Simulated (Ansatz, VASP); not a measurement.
Two plane-wave programs on Si2Mo

```
Si Mo
1.0
     4.57444    0.00000    0.00000
    -2.28722    3.96158    0.00000
     0.00000    0.00000    6.56656
Si Mo
6 3
Cartesian
  -1.0092 3.2237 5.4721
  0.9749 0.5629 1.0944
  2.2872 2.8359 3.2833
  3.5995 0.5629 5.4721
  1.0092 3.2237 1.0944
  0.0000 1.4757 3.2833
  2.2872 0.1106 3.2833
  -1.2394 1.9255 1.0944
  1.2394 1.9255 5.4721
```

Change from the starting cell: mode 4 (193.4 1/cm) frozen in, largest displacement +0.175 Å.

Alike in both runs: task single point; functional PBEsol; k mesh 12 × 12 × 6; occupations gaussian, width 0.15 eV; no spin polarisation.

```csv
,VASP,Ansatz
version,VASP 6.6.1,Ansatz 0.2.0
potentials or method,"VASP PAW PBE potentials, release 64 (Si, Mo_sv), cutoff 520 eV","scalar-relativistic, plane waves, PAW"
valence electrons in the cell,66,66
```

Ansatz gave:

- gap on the k mesh at the Fermi level (eV): none
- pressure (GPa): 0.3
- traceless stress, the component that is largest in VASP (GPa): 0.64
- rms of the force components (eV/Å): 0.550

Estimate VASP's values.

gap on the k mesh at the Fermi level (eV): none; pressure (GPa): 0.7; traceless stress, the component that is largest in VASP (GPa): 0.66; rms of the force components (eV/Å): 0.548.

VASP's potentials were made for PBE, not for PBEsol. Atom by atom the forces differ by 0.003 eV/Å (rms over components). A gap of «none» marks a metal or a gap that the smearing closes. With one functional, cell and mesh, what is left measures potentials, basis and numerics.
